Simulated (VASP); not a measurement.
Ni:

```
Ni
1.0
     0.00000    1.75860    1.75860
     1.75860    0.00000    1.75860
     1.75860    1.75860    0.00000
Ni
1
Direct
  0.00000 0.00000 0.00000
```

Base run:

| Quantity | Value |
| --- | --- |
| Program | VASP 6.6.1 |
| Functional | PBE |
| Potentials or basis | VASP PAW PBE potentials, release 64 (Ni) |
| Cutoff | 520 eV |
| k mesh | 15 × 15 × 15 |
| Occupations | fermi-dirac, width 0.05 eV |
| Spin | collinear spin, ferromagnetic start |
| Starting moments | [0.24] μB |
| Fixed moment | 0.24 μB |

Its results: pressure -0.8 GPa; site moments Ni +0.25 μB.

Task: The run is repeated on the same cell with these changes: fixed moment from 0.24 μB to 1.7 μB; moments at the start from [0.24] to [1.7]. What comes out?

Result: Pressure 16.8 GPa; site moments Ni +1.62 μB.

Caveats: the total moment is fixed, so each spin has its own Fermi level.
